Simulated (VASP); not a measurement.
# In4BiF (P-6m2) in VASP: single point with PBE

Aim: the single point of In4BiF with PBE.

All numbers are computed with VASP 6.6.1; they aren't measurements. Logs are shortened: lines on timing, memory, paths and dates and some standing lists are left out, and cuts for length are marked.

## 1. The cell of the first run

Symmetry: P-6m2, No. 187, hexagonal system. The conventional cell has a = 6.009 Å, b = 6.009 Å, c = 4.796 Å, α = 90.00°, β = 90.00°, γ = 120.00°. In (site symmetry -6m2) has 6 In at 2.95 Å and 3 F at 3.47 Å and 3 Bi at 3.47 Å within 3.9 Å. In (site symmetry mm2) has 6 In at 2.95 to 3.02 Å and 2 Bi at 2.97 Å and 4 F at 3.84 Å within 3.9 Å. Bi (site symmetry -6m2) has 9 In at 2.97 to 3.47 Å and 3 F at 3.47 Å within 3.9 Å. F (site symmetry -6m2) has 15 In at 3.47 to 3.84 Å and 3 Bi at 3.47 Å within 4.6 Å.

The cell was built from a structure type or drawn by symmetry, and may not be a known phase.

## 2. Single point, PBE

File INCAR:

```
SYSTEM = In4BiF
PREC = Accurate
ENCUT = 520
EDIFF = 1E-6
ISMEAR = 0
SIGMA = 0.1
LREAL = .False.
LASPH = .True.
NELM = 80
ALGO = Normal
ISIF = 2
LWAVE = .False.
LCHARG = .True.
GGA = PE
LELF = .True.
LVHAR = .True.
NBANDS = 46
```

File KPOINTS:

```
Automatic mesh
0
Gamma
  3 3 4
  0 0 0
```

File POSCAR:

```
In4BiF
1.0
    6.0093883500      0.0000000000      0.0000000000
   -3.0046941800      5.2042829700      0.0000000000
    0.0000000000      0.0000000000      4.7955987300
In Bi F
4 1 1
Direct
    0.3333333300      0.6666666700      0.0000000000
    0.6644266600      0.8322133300      0.5000000000
    0.1677866700      0.8322133300      0.5000000000
    0.1677866700      0.3355733400      0.5000000000
    0.0000000000      0.0000000000      0.0000000000
    0.6666666700      0.3333333300      0.0000000000
```

Potentials or basis: VASP PAW PBE potentials, release 64 (In_d, Bi_d, F).

On the command line:

```
$ cat potpaw_PBE.64/In_d/POTCAR potpaw_PBE.64/Bi_d/POTCAR potpaw_PBE.64/F/POTCAR > POTCAR
$ mpirun -np 1 vasp_std > vasp.out
```

OUTCAR:

```text
SYSTEM = In4BiF
   PREC = Accurate
   ENCUT = 520
   EDIFF = 1E-6
   ISMEAR = 0
   LREAL = .False.
   LASPH = .True.
   NELM = 80
   ISIF = 2
   GGA = PE

 ion  position               nearest neighbor table
   1  0.333  0.667  0.000-   3 2.95   3 2.95   2 2.95   2 2.95   4 2.95   4 2.95   5 3.47   5 3.47
                             5 3.47
   2  0.664  0.832  0.500-   1 2.95   1 2.95   5 2.97   5 2.97   4 2.98   3 2.98   4 3.02   3 3.02

   3  0.168  0.832  0.500-   1 2.95   1 2.95   5 2.97   5 2.97   2 2.98   4 2.98   2 3.02   4 3.02

   4  0.168  0.336  0.500-   1 2.95   1 2.95   5 2.97   5 2.97   2 2.98   3 2.98   2 3.02   3 3.02

   5  0.000  0.000  0.000-   2 2.97   2 2.97   4 2.97   4 2.97   3 2.97   3 2.97   1 3.47   1 3.47
                             1 3.47
   6  0.667  0.333  0.000-

  LATTYP: Found a hexagonal cell.
 ALAT       =     6.0093883500
 C/A-ratio  =     0.7980177766

  Lattice vectors:

 A1 = (   6.0093883500,   0.0000000000,   0.0000000000)
 A2 = (  -3.0046941800,   5.2042829700,   0.0000000000)
 A3 = (   0.0000000000,   0.0000000000,   4.7955987300)

Analysis of symmetry for initial positions (statically):
=====================================================================
 Subroutine PRICEL returns:
 Original cell was already a primitive cell.

 Routine SETGRP: Setting up the symmetry group for a
 hexagonal supercell.

 Subroutine GETGRP returns: Found 12 space group operations
 (whereof 12 operations were pure point group operations)
 out of a pool of 24 trial point group operations.

The static configuration has the point symmetry D_3h.

Analysis of symmetry for dynamics (positions and initial velocities):
=====================================================================
 Subroutine PRICEL returns:
 Original cell was already a primitive cell.

 Routine SETGRP: Setting up the symmetry group for a
 hexagonal supercell.

 Subroutine GETGRP returns: Found 12 space group operations
 (whereof 12 operations were pure point group operations)
 out of a pool of 24 trial point group operations.

The dynamic configuration has the point symmetry D_3h.

 Subroutine INISYM returns: Found 12 space group operations
 (whereof 12 operations are pure point group operations),
 and found     1 'primitive' translations

----------------------------------------------------------------------------------------

                                     Primitive cell

  volume of cell :     149.9802

  direct lattice vectors                    reciprocal lattice vectors
     6.009388350  0.000000000  0.000000000     0.166406287  0.096074715  0.000000000
    -3.004694180  5.204282970  0.000000000     0.000000000  0.192149429  0.000000000
     0.000000000  0.000000000  4.795598730     0.000000000  0.000000000  0.208524536

  length of vectors
     6.009388350  6.009388351  4.795598730     0.192149429  0.192149429  0.208524536

  position of ions in fractional coordinates (direct lattice)
     0.333333330  0.666666670  0.000000000
     0.664426660  0.832213330  0.500000000
     0.167786670  0.832213330  0.500000000
     0.167786670  0.335573340  0.500000000
     0.000000000  0.000000000  0.000000000
     0.666666670  0.333333330  0.000000000

  ion indices of the primitive-cell ions
   primitive index   ion index
                 1           1
                 2           2
                 3           3
                 4           4
                 5           5
                 6           6

----------------------------------------------------------------------------------------

 KPOINTS: Automatic mesh

Automatic generation of k-mesh.
 Grid dimensions read from file:
 generate k-points for:    3    3    4

 Generating k-lattice:

  Cartesian coordinates                     Fractional coordinates (reciprocal lattice)
     0.055468762  0.032024905  0.000000000     0.333333333 -0.000000000  0.000000000
     0.000000000  0.064049810  0.000000000     0.000000000  0.333333333  0.000000000
     0.000000000  0.000000000  0.052131134     0.000000000  0.000000000  0.250000000

  Length of vectors
     0.064049810  0.064049810  0.052131134

  Shift w.r.t. Gamma in fractional coordinates (k-lattice)
     0.000000000  0.000000000  0.000000000

 Subroutine IBZKPT returns following result:
 ===========================================

 Found      9 irreducible k-points:

 Following reciprocal coordinates:
            Coordinates               Weight
  0.000000  0.000000  0.000000      1.000000
  0.333333 -0.000000  0.000000      6.000000
  0.333333  0.333333  0.000000      2.000000
  0.000000  0.000000  0.250000      2.000000
  0.333333 -0.000000  0.250000     12.000000
  0.333333  0.333333  0.250000      4.000000
  0.000000  0.000000  0.500000      1.000000
  0.333333 -0.000000  0.500000      6.000000
  0.333333  0.333333  0.500000      2.000000
   k-points           NKPTS =      9   k-points in BZ     NKDIM =      9   number of bands    NBANDS=     46
   number of dos      NEDOS =    301   number of ions     NIONS =      6
   total plane-waves  NPLWV =  82944
   dimension x,y,z NGX =    48 NGY =   48 NGZ =   36
   dimension x,y,z NGXF=    96 NGYF=   96 NGZF=   72
   ions per type =               4   1   1
   NGX,Y,Z   is equivalent  to a cutoff of  13.28, 13.28, 12.48 a.u.
   NGXF,Y,Z  is equivalent  to a cutoff of  26.56, 26.56, 24.96 a.u.
 SYSTEM =  In4BiF
   PREC   = accura    normal or accurate (medium, high low for compatibility)
   ISTART =      0    job   : 0-new  1-cont  2-samecut
   ICHARG =      2    charge: 1-file 2-atom 10-const
   ISPIN  =      1    spin polarized calculation?
   LNONCOLLINEAR =      F non collinear calculations
   LSORBIT =      F    spin-orbit coupling
   LASPH  =      T    aspherical Exc in radial PAW
   ENCUT  =  520.0 eV  38.22 Ry    6.18 a.u.  11.17 11.17  8.92*2*pi/ulx,y,z
   NELM   =     80;   NELMIN=  2; NELMDL= -5     # of ELM steps
   EDIFF  = 0.1E-05   stopping-criterion for ELM
   LREAL  =      F    real-space projection
   EDIFFG = 0.1E-04   stopping-criterion for IOM
   NSW    =      0    number of steps for IOM
   IBRION =     -1    ionic relax: 0-MD 1-quasi-New 2-CG
   NFREE  =      0    steps in history (QN), initial steepest desc. (CG)
   ISIF   =      2    stress and relaxation
   ISYM   =      2    0-nonsym 1-usesym 2-fastsym
   POTIM  = 0.5000    time-step for ionic-motion
   TEBEG  =    0.0;   TEEND  =   0.0 temperature during run
   PSTRESS=    0.0 pullay stress
   NELECT =      74.0000    total number of electrons
   NUPDOWN=      -1.0000    fix difference up-down
   EMIN   =  10.00;   EMAX   =-10.00  energy-range for DOS
   EFERMI =   0.00;   METHOD = LEGACY
   ISMEAR =     0;   SIGMA  =   0.10  broadening in eV -4-tet -1-fermi 0-gaus
   EFERMI_NEDOS =   21; number of points for ismear=-14 and -15
   IALGO  =     38    algorithm
   IMIX   =      4    mixing-type and parameters
     AMIX     =   0.40;   BMIX     =  1.00
     AMIX_MAG =   1.60;   BMIX_MAG =  1.00
  volume/ion in A,a.u.               =      25.00       168.69
  Fermi-wavevector in a.u.,A,eV,Ry     =   1.293622  2.444591 22.768778  1.673458
  Thomas-Fermi vector in A             =   2.425256
   LORBIT       =      0    0 simple, 1 ext, 2 COOP (PROOUT), +10 PAW based schemes
   GGA     = PE    functional components
   LHFCALC =     F    Hartree Fock is set to
   AEXX    =    0.0000 exact exchange contribution
   IVDW    =     0    specifies the selected vdW correction
   LEPSILON=     F    determine dielectric tensor
   LRPA    =     F    only Hartree local field effects (RPA)
 non-spin polarized calculation
 Gauss-broadening in eV      SIGMA  =   0.10
  energy-cutoff  :      520.00
  volume of cell :      149.98
 maximum number of plane-waves:      4062
 NGX is ok and might be reduce to    48
   NGX = 23   NGY = 23   NGZ = 17

 number of electron      74.0000008 magnetization

 Free energy of the ion-electron system (eV)
  ---------------------------------------------------
  ext. energy  EPLUGINS =         0.00000000
  ---------------------------------------------------
  free energy    TOTEN  =       -15.68507176 eV

  energy without entropy =      -15.67134321  energy(sigma->0) =      -15.67820748

 E-fermi :   6.1141     XC(G=0):  -9.7907

 val. band max:        6.0871322627   @ k =   0.0000   0.0000   0.2500
 cond. band min:       6.2503134325   @ k =   0.3333  -0.0000   0.0000
 fundamental gap:      0.1631811698
 Fermi energy:         6.1141443982

 k-point     1 :       0.0000    0.0000    0.0000
  band No.  band energies     occupation
      1     -16.7309      2.00000
      2     -16.7042      2.00000
      3     -16.7042      2.00000
      4     -16.6088      2.00000
      5     -16.6088      2.00000
      6     -13.8164      2.00000
[... 38 lines left out ...]
     45      11.4463      0.00000
     46      11.4464      0.00000

 k-point     2 :       0.3333   -0.0000    0.0000
  band No.  band energies     occupation
      1     -16.7306      2.00000
      2     -16.7043      2.00000
      3     -16.7042      2.00000
      4     -16.6091      2.00000
      5     -16.6087      2.00000
      6     -13.8152      2.00000
[... 38 lines left out ...]
     45      11.3420      0.00000
     46      12.5787      0.00000

 k-point     3 :       0.3333    0.3333    0.0000
  band No.  band energies     occupation
      1     -16.7305      2.00000
      2     -16.7043      2.00000
      3     -16.7043      2.00000
      4     -16.6091      2.00000
      5     -16.6089      2.00000
      6     -13.8146      2.00000
[... 38 lines left out ...]
     45      11.8161      0.00000
     46      12.5652      0.00000

 k-point     4 :       0.0000    0.0000    0.2500
  band No.  band energies     occupation
      1     -16.7269      2.00000
      2     -16.7052      2.00000
      3     -16.7052      2.00000
      4     -16.6084      2.00000
      5     -16.6084      2.00000
      6     -13.8157      2.00000
[... 185 lines left out ...]
     45      13.7965      0.00000
     46      14.4887      0.00000

 k-point     8 :       0.3333   -0.0000    0.5000
  band No.  band energies     occupation
      1     -16.7225      2.00000
      2     -16.7062      2.00000
      3     -16.7062      2.00000
      4     -16.6083      2.00000
      5     -16.6079      2.00000
      6     -13.8136      2.00000
[... 38 lines left out ...]
     45      12.3858      0.00000
     46      13.5947      0.00000

 k-point     9 :       0.3333    0.3333    0.5000
  band No.  band energies     occupation
      1     -16.7224      2.00000
      2     -16.7062      2.00000
      3     -16.7062      2.00000
      4     -16.6083      2.00000
      5     -16.6080      2.00000
      6     -13.8131      2.00000
[... 38 lines left out ...]
     45      12.1966      0.00000
     46      12.4977      0.00000

------------------------ aborting loop because EDIFF is reached ----------------------------------------

  FORCE on cell =-STRESS in cart. coord.  units (eV):
  Direction    XX          YY          ZZ          XY          YZ          ZX
  --------------------------------------------------------------------------------------
  -------------------------------------------------------------------------------------
  Total        6.4024753      6.4024753     15.4822683     -0.0000000      0.0000000      0.0000000
  in kB       68.3950210     68.3950209    165.3907290     -0.0000001      0.0000000      0.0000000
  external PRESSURE =     100.7269236 kB  Pullay stress =       0.0000000 kB

 VOLUME and BASIS-vectors are now :
 -----------------------------------------------------------------------------
  energy-cutoff  :      520.00
  volume of cell :      149.98
      direct lattice vectors                 reciprocal lattice vectors
     6.009388350  0.000000000  0.000000000     0.166406287  0.096074715  0.000000000
    -3.004694180  5.204282970  0.000000000     0.000000000  0.192149429  0.000000000
     0.000000000  0.000000000  4.795598730     0.000000000  0.000000000  0.208524536

 POSITION                                       TOTAL-FORCE (eV/Angst)
 -----------------------------------------------------------------------------------
     -0.00000      3.46952      0.00000         0.000000      0.000000      0.000000
      1.49225      4.33107      2.39780        -0.577859     -0.333627     -0.000000
     -1.49225      4.33107      2.39780         0.577859     -0.333627     -0.000000
     -0.00000      1.74642      2.39780        -0.000000      0.667254      0.000000
      0.00000      0.00000      0.00000         0.000000      0.000000      0.000000
      3.00469      1.73476      0.00000         0.000000      0.000000      0.000000
 -----------------------------------------------------------------------------------
    total drift:                               -0.000041      0.000023     -0.000000

  FREE ENERGIE OF THE ION-ELECTRON SYSTEM (eV)
  ---------------------------------------------------
  free  energy   TOTEN  =       -15.6850717561 eV

  energy  without entropy=      -15.6713432132  energy(sigma->0) =      -15.67820748
```

It took 90 s on 1 thread of Intel Xeon Platinum 8259CL at 2.50GHz (Skylake/Cascade Lake), shared host; peak memory 0.29 GiB.

What came out:

| Quantity | Value |
| --- | --- |
| Free energy | -15.6851 eV |
| Pressure | 10.1 GPa |
| Largest force | 0.667 eV/Å |
| Band gap on the k mesh | zero (bands 37 and 38 overlap by 0.67 eV) |

Forces on the atoms (eV/Å):
```
In   0.000  0.000  0.000
In  -0.578 -0.334  0.000
In   0.578 -0.334  0.000
In   0.000  0.667  0.000
Bi   0.000  0.000  0.000
F    0.000  0.000  0.000
```

Stress tensor (GPa, compression positive):
```
 6.84  0.00  0.00
 0.00  6.84  0.00
 0.00  0.00 16.54
```

Caveat: the k points lie up to 0.40 Å⁻¹ apart, too coarse for converged energies and pressures of a metal; spin-orbit coupling is left out, which moves the levels of the heavy elements.
